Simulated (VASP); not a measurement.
HfO2: relaxation of the atoms with PBE

Crystal: HfO2.

```
Hf O
1.0
     0.00000    2.60766    2.60766
     2.60766    0.00000    2.60766
     2.60766    2.60766    0.00000
Hf O
1 2
Direct
  0.00000 0.00000 0.00000
  0.25000 0.25000 0.25000
  0.75000 0.75000 0.75000
```

```json
{
  "Program": "VASP 6.6.1",
  "Task": "relaxation of the atoms",
  "Functional": "PBE",
  "Potentials or basis": "VASP PAW PBE potentials, release 64 (Hf_pv, O)",
  "Cutoff": "520 eV",
  "k mesh": "10 × 10 × 10",
  "Occupations": "fermi-dirac, width 0.02 eV",
  "Spin": "no spin polarisation",
  "Dipole correction": "no",
  "Further INCAR settings": "ALGO = Normal; EDIFF = 1e-06; IBRION = 2; EDIFFG = -0.02; NSW = 80"
}
```

* Pressure after relaxing: -17.6 GPa
* Band gap on the k mesh: 3.57 eV

Final structure:
```yaml
crystal:
  lattice:
    - [0.00000, 2.60766, 2.60766]
    - [2.60766, 0.00000, 2.60766]
    - [2.60766, 2.60766, 0.00000]
  atoms:
    - { symbol: Hf, position: [0.00000, 0.00000, 0.00000] }
    - { symbol: O, position: [0.25000, 0.25000, 0.25000] }
    - { symbol: O, position: [0.75000, 0.75000, 0.75000] }
```

Levels at points of the mesh, in eV from the valence-band top:
```
           k point  band 7  band 8  band 9  band 10  band 11  band 12  band 13  band 14  band 15
(0.00, 0.00, 0.00)   -4.85   -4.85   -0.57    -0.57    -0.57     3.66     3.66     5.16     9.39
(0.50, 0.00, 0.00)   -3.89   -2.92   -2.54    -1.73    -1.73     4.29     4.29     6.21     8.49
(0.50, 0.50, 0.00)   -3.26   -3.26   -1.39    -1.39     0.00     3.57     5.05     5.89     7.42
```

Run time: 22 s on 1 thread of Intel(R) Xeon(R) Platinum 8259CL CPU @ 2.50GHz (Skylake/Cascade Lake), with other jobs on the host, peak memory 0.17 GiB.

Caveat: the relaxation stopped at its first step, so nothing moved; spin-orbit coupling is left out, which moves the levels of the heavy elements. A k mesh can miss the band edges.
